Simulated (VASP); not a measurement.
# KF (P6_3/mmc) in VASP: a series of runs

Aim: see how the results for KF move with the level of theory and the settings. Levels: PBE, PBEsol. Tasks: dielectric tensor, vibrations by perturbation theory.

Program: VASP 6.6.1. These are calculated values, not measurements. Logs are shortened: lines on timing, memory, paths and dates and some standing lists are left out, and cuts for length are marked.

## 1. The cell of the first run

Symmetry: P6_3/mmc, No. 194, hexagonal system. The conventional cell has a = 4.485 Å, b = 4.485 Å, c = 5.271 Å, α = 90.00°, β = 90.00°, γ = 120.00°. K (site symmetry -6m2) has 5 F at 2.59 to 2.64 Å within 3.4 Å. Within 3.4 Å of F (site symmetry -6m2) lie 5 K at 2.59 to 2.64 Å.

## 2. Dielectric tensor, PBE

INCAR reads:

```
ALGO = Normal ; EDIFF = 1E-8
ENCUT = 520 ; GGA = PE
ISIF = 2 ; ISMEAR = 0
LASPH = True ; LCHARG = False
LEPSILON = True ; LREAL = False
LWAVE = False ; NELM = 60
PREC = Accurate ; SIGMA = 0.01
```

KPOINTS reads:

```
k-points
0
Gamma
  6 6 4
```

POSCAR reads:

```
KF
1.0
    4.4850021855      0.0000000000      0.0000000000
   -2.2425010928      3.8841258287      0.0000000000
    0.0000000000      0.0000000000      5.2712956390
K F
2 2
Direct
    0.3333333333      0.6666666667     -0.0625000000
    0.6666666667      0.3333333333      0.4375000000
    0.3333333333      0.6666666667      0.4375000000
    0.6666666667      0.3333333333      0.9375000000
```

Potentials or basis: VASP PAW PBE potentials, release 64 (K_sv, F).

Launch:

```bash
> cat potpaw_PBE.64/K_sv/POTCAR potpaw_PBE.64/F/POTCAR > POTCAR
> mpirun -np 1 vasp_std > vasp.out
```

OUTCAR:

```text
EDIFF = 1E-8
   ENCUT = 520
   GGA = PE
   ISIF = 2
   ISMEAR = 0
   LASPH = True
   LEPSILON = True
   LREAL = False
   NELM = 60
   PREC = Accurate

 ion  position               nearest neighbor table
   1  0.333  0.667  0.938-   4 2.59   4 2.59   4 2.59   3 2.64   3 2.64   2 3.69   2 3.69   2 3.69
                             2 3.69   2 3.69   2 3.69
   2  0.667  0.333  0.438-   3 2.59   3 2.59   3 2.59   4 2.64   4 2.64   1 3.69   1 3.69   1 3.69
                             1 3.69   1 3.69   1 3.69
   3  0.333  0.667  0.438-   2 2.59   2 2.59   2 2.59   1 2.64   1 2.64
   4  0.667  0.333  0.938-   1 2.59   1 2.59   1 2.59   2 2.64   2 2.64

  LATTYP: Found a hexagonal cell.
 ALAT       =     4.4850021855
 C/A-ratio  =     1.1753161807

  Lattice vectors:

 A1 = (   4.4850021855,   0.0000000000,   0.0000000000)
 A2 = (  -2.2425010928,   3.8841258287,   0.0000000000)
 A3 = (   0.0000000000,   0.0000000000,   5.2712956390)

Analysis of symmetry for initial positions (statically):
=====================================================================
 Subroutine PRICEL returns:
 Original cell was already a primitive cell.

 Routine SETGRP: Setting up the symmetry group for a
 hexagonal supercell.

 Subroutine GETGRP returns: Found 24 space group operations
 (whereof  6 operations were pure point group operations)
 out of a pool of 24 trial point group operations.

The static configuration has the point symmetry C_3v.
 The point group associated with its full space group is D_6h.

Analysis of symmetry for dynamics (positions and initial velocities):
=====================================================================
 Subroutine PRICEL returns:
 Original cell was already a primitive cell.

 Routine SETGRP: Setting up the symmetry group for a
 hexagonal supercell.

 Subroutine GETGRP returns: Found 24 space group operations
 (whereof  6 operations were pure point group operations)
 out of a pool of 24 trial point group operations.

The dynamic configuration has the point symmetry C_3v.
 The point group associated with its full space group is D_6h.

 Subroutine INISYM returns: Found 24 space group operations
 (whereof  6 operations are pure point group operations),
 and found     1 'primitive' translations

----------------------------------------------------------------------------------------

                                     Primitive cell

  volume of cell :      91.8276

  direct lattice vectors                    reciprocal lattice vectors
     4.485002185  0.000000000  0.000000000     0.222965332  0.128729094  0.000000000
    -2.242501093  3.884125829  0.000000000     0.000000000  0.257458189  0.000000000
     0.000000000  0.000000000  5.271295639     0.000000000  0.000000000  0.189706681

  length of vectors
     4.485002185  4.485002186  5.271295639     0.257458189  0.257458189  0.189706681

  position of ions in fractional coordinates (direct lattice)
     0.333333333  0.666666667  0.937500000
     0.666666667  0.333333333  0.437500000
     0.333333333  0.666666667  0.437500000
     0.666666667  0.333333333  0.937500000

  ion indices of the primitive-cell ions
   primitive index   ion index
                 1           1
                 2           2
                 3           3
                 4           4

----------------------------------------------------------------------------------------

 KPOINTS: k-points

Automatic generation of k-mesh.
 Grid dimensions read from file:
 generate k-points for:    6    6    4

[... 82 lines left out ...]
  Thomas-Fermi vector in A             =   2.288692
   LORBIT       =      0    0 simple, 1 ext, 2 COOP (PROOUT), +10 PAW based schemes
   GGA     = PE    functional components
   LHFCALC =     F    Hartree Fock is set to
   AEXX    =    0.0000 exact exchange contribution
   IVDW    =     0    specifies the selected vdW correction
   LEPSILON=     T    determine dielectric tensor
   LRPA    =     F    only Hartree local field effects (RPA)
 non-spin polarized calculation
 Gauss-broadening in eV      SIGMA  =   0.01
  energy-cutoff  :      520.00
  volume of cell :       91.83
 maximum number of plane-waves:      2494
 NGX is ok and might be reduce to    36
   NGX = 17   NGY = 17   NGZ = 19

--------------------------------------- Ionic step        1  -------------------------------------------

 number of electron      32.0000011 magnetization

 E-fermi :  -3.2705     XC(G=0):  -7.4142

 val. band max:       -3.3274990378   @ k =   0.0000   0.0000   0.0000
 cond. band min:       2.0403539520   @ k =   0.0000   0.0000   0.0000
 fundamental gap:      5.3678529898
 Fermi energy:        -3.2705363897

 k-point     1 :       0.0000    0.0000    0.0000
  band No.  band energies     occupation
      1     -29.5176      2.00000
      2     -29.4036      2.00000
      3     -22.0166      2.00000
      4     -21.9938      2.00000
      5     -13.2902      2.00000
      6     -13.0708      2.00000
[... 472 lines left out ...]
     19       7.0438      0.00000
     20       7.0438      0.00000

  FORCE on cell =-STRESS in cart. coord.  units (eV):
  Direction    XX          YY          ZZ          XY          YZ          ZX
  --------------------------------------------------------------------------------------
  -------------------------------------------------------------------------------------
  Total        0.6517721      0.6517721      0.9197524     -0.0000000      0.0000000     -0.0000000
  in kB       11.3719004     11.3719004     16.0475295     -0.0000000      0.0000000     -0.0000000
  external PRESSURE =      12.9304434 kB  Pullay stress =       0.0000000 kB

 VOLUME and BASIS-vectors are now :
 -----------------------------------------------------------------------------
  energy-cutoff  :      520.00
  volume of cell :       91.83
      direct lattice vectors                 reciprocal lattice vectors
     4.485002185  0.000000000  0.000000000     0.222965332  0.128729094  0.000000000
    -2.242501093  3.884125829  0.000000000     0.000000000  0.257458189  0.000000000
     0.000000000  0.000000000  5.271295639     0.000000000  0.000000000  0.189706681

 POSITION                                       TOTAL-FORCE (eV/Angst)
 -----------------------------------------------------------------------------------
     -0.00000      2.58942      4.94184         0.000000      0.000000      0.000000
      2.24250      1.29471      2.30619        -0.000000     -0.000000      0.000000
     -0.00000      2.58942      2.30619        -0.000000     -0.000000     -0.000000
      2.24250      1.29471      4.94184         0.000000      0.000000      0.000000
 -----------------------------------------------------------------------------------
    total drift:                               -0.000000      0.000000      0.000000

  FREE ENERGIE OF THE ION-ELECTRON SYSTEM (eV)
  ---------------------------------------------------
  free  energy   TOTEN  =       -16.4344384524 eV

  energy  without entropy=      -16.4344384524  energy(sigma->0) =      -16.43443845

 HEAD OF MICROSCOPIC STATIC DIELECTRIC TENSOR (INDEPENDENT PARTICLE, excluding Hartree and local field effects)
 ------------------------------------------------------
           1.935226    -0.000000     0.000000
          -0.000000     1.935226     0.000000
           0.000000     0.000000     1.926231
 ------------------------------------------------------

 Free energy of the ion-electron system (eV)
  ---------------------------------------------------
  ---------------------------------------------------
  free energy    TOTEN  =        -0.22209425 eV

  energy without entropy =       -0.22209425

------------------------ aborting loop because EDIFF is reached ----------------------------------------

--------------------------------------- Ionic step        2  -------------------------------------------

------------------------ aborting loop because EDIFF is reached ----------------------------------------

--------------------------------------- Ionic step        3  -------------------------------------------

 Free energy of the ion-electron system (eV)
  ---------------------------------------------------
  ---------------------------------------------------
  free energy    TOTEN  =        -0.23274167 eV

  energy without entropy =       -0.23274167

------------------------ aborting loop because EDIFF is reached ----------------------------------------

 PIEZOELECTRIC TENSOR FIELD DIRECTION 3  (e Angst)
 -----------------------------------------------------------------------------
    -0.00008  0.00000  0.00000           ( -0.00003  0.00000  0.00000)
    -0.00000 -0.00008  0.00000           (  0.00000 -0.00003 -0.00000)
     0.00000 -0.00000 -0.00204           (  0.00000 -0.00000 -0.00003)

 PIEZOELECTRIC TENSOR FIELD DIRECTION 3  (C/m^2)
 -----------------------------------------------------------------------------
    -0.00001  0.00000  0.00000
    -0.00000 -0.00001  0.00000
     0.00000 -0.00000 -0.00036

 MACROSCOPIC STATIC DIELECTRIC TENSOR (including local field effects in DFT)
 ------------------------------------------------------
           1.793127    -0.000000     0.000000
          -0.000000     1.793127     0.000000
           0.000000     0.000000     1.832759
 ------------------------------------------------------

 PIEZOELECTRIC TENSOR (including local field effects)  for field in x, y, z        (e  Angst)
          XX          YY          ZZ          XY          YZ          ZX
  --------------------------------------------------------------------------------
  x     0.00000     0.00000     0.00000     0.00000     0.00000     0.00000
  y     0.00000     0.00000     0.00000     0.00000     0.00000     0.00000
  z     0.00000    -0.00000     0.00000    -0.00000     0.00000     0.00000

 PIEZOELECTRIC TENSOR (including local field effects)  for field in x, y, z        (C/m^2)
          XX          YY          ZZ          XY          YZ          ZX
  --------------------------------------------------------------------------------
  x     0.00000     0.00000     0.00000     0.00000     0.00000     0.00000
  y     0.00000     0.00000     0.00000     0.00000     0.00000     0.00000
  z     0.00000    -0.00000     0.00000    -0.00000     0.00000     0.00000

 BORN EFFECTIVE CHARGES (including local field effects) (in |e|, cummulative output)
 ---------------------------------------------------------------------------------
 ion    1
    1     1.06153    -0.00000     0.00000
    2    -0.00000     1.06153     0.00000
    3     0.00000     0.00000     1.15871
 ion    2
    1     1.06153    -0.00000     0.00000
    2    -0.00000     1.06153     0.00000
    3     0.00000     0.00000     1.15871
 ion    3
    1    -1.06153     0.00000     0.00000
    2     0.00000    -1.06153     0.00000
    3     0.00000    -0.00000    -1.15871
 ion    4
    1    -1.06153     0.00000     0.00000
    2     0.00000    -1.06153     0.00000
    3    -0.00000    -0.00000    -1.15871
```

Wall time 9.6 min (1 thread of Intel Xeon 8259CL, shared host); peak memory 0.37 GiB.

What came out:

* Band gap on the k mesh: 5.37 eV
* Electronic dielectric tensor (diagonal): 1.79, 1.79, 1.83
* Born charges (mean of the diagonal): K +1.09; F -1.09 e

Levels at points of the mesh, in eV from the valence-band top:
| k point | band 12 | band 13 | band 14 | band 15 | band 16 | band 17 | band 18 | band 19 | band 20 |
| --- | --- | --- | --- | --- | --- | --- | --- | --- | --- |
| (0.00, 0.00, 0.00) | -0.31 | -0.31 | -0.31 | -0.16 | 0.00 | 5.37 | 9.88 | 10.50 | 10.50 |
| (0.50, 0.00, 0.00) | -0.35 | -0.19 | -0.13 | -0.11 | -0.09 | 7.32 | 8.88 | 9.11 | 9.59 |
| (0.00, 0.00, 0.50) | -0.49 | -0.34 | -0.34 | -0.34 | -0.34 | 6.99 | 6.99 | 10.93 | 10.93 |
| (0.50, 0.00, 0.50) | -0.63 | -0.31 | -0.31 | -0.18 | -0.18 | 8.03 | 8.03 | 10.70 | 10.70 |

Electronic dielectric tensor:
```
1.79 0.00 0.00
0.00 1.79 0.00
0.00 0.00 1.83
```

Born effective charge tensors (e):
atom 1, K
```
1.06 0.00 0.00
0.00 1.06 0.00
0.00 0.00 1.16
```
atom 2, K
```
1.06 0.00 0.00
0.00 1.06 0.00
0.00 0.00 1.16
```
atom 3, F
```
-1.06  0.00  0.00
 0.00 -1.06  0.00
 0.00  0.00 -1.16
```
atom 4, F
```
-1.06  0.00  0.00
 0.00 -1.06  0.00
 0.00  0.00 -1.16
```

Caveat: the structure was generated, so it needn't be the stable form of KF. A k mesh can miss the band edges.

[end of part 1 of 2]
